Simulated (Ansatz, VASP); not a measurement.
One calculation of GaP, two programs

```
Ga P
1.0
     0.00000    2.72525    2.72525
     2.72525    0.00000    2.72525
     2.72525    2.72525    0.00000
Ga P
1 1
Direct
  0.00000 0.00000 0.00000
  0.75000 0.75000 0.75000
```

Alike in both runs: task single point; functional PBE; k mesh 8 × 8 × 8; occupations gaussian, width 0.011 eV; no spin polarisation.

|  | VASP | Ansatz |
| --- | --- | --- |
| version | VASP 6.6.1 | Ansatz 0.2.0 |
| potentials or method | VASP PAW PBE potentials, release 64 (Ga_d, P), cutoff 520 eV | all-electron LAPW, scalar-relativistic |

VASP gave:

```
gap on the k mesh at the Fermi level (eV) : 1.64
least direct gap on the mesh (eV)         : 1.83
pressure (GPa)                            : 2.4
```

Question: What did Ansatz give for the same quantities?

Answer: gap on the k mesh at the Fermi level (eV): 1.64; least direct gap on the mesh (eV): 1.83; pressure (GPa): 2.5.

Ansatz ran all-electron here, and VASP with PAW potentials.
